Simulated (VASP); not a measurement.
InP: single point with LDA

Crystal: InP.

```
In P
1.0
     0.00000    2.95164    2.95164
     2.95164    0.00000    2.95164
     2.95164    2.95164    0.00000
In P
1 1
Direct
  0.00000 0.00000 0.00000
  0.75000 0.75000 0.75000
```

This cell differs from its parent crystal: volume scaled by 1.04.

- Program: VASP 6.6.1
- Task: single point
- Functional: LDA
- Potentials or basis: VASP PAW LDA potentials, release 64 (In_d, P)
- Cutoff: 520 eV
- k mesh: 8 × 8 × 8
- Occupations: gaussian, width 0.05 eV
- Spin: no spin polarisation

```yaml
Pressure: -2.5 GPa
Band_gap_on_the_k_mesh: 0.39 eV, direct
```

Levels at points of the mesh, in eV from the valence-band top:
```csv
k point,band 6,band 7,band 8,band 9,band 10,band 11,band 12,band 13
"(0.00, 0.00, 0.00)",-11.40,0.00,0.00,0.00,0.39,3.96,3.96,3.96
"(0.50, 0.00, 0.00)",-9.72,-5.72,-0.96,-0.96,1.27,4.70,4.70,6.85
"(0.50, 0.50, 0.00)",-9.07,-5.77,-2.29,-2.29,1.63,2.13,8.86,9.28
```

It took 27 s on 1 thread of Intel Xeon 8259CL, with other jobs on the host, peak memory 0.16 GiB.

Caveat: spin-orbit coupling is left out, which moves the levels of the heavy elements.
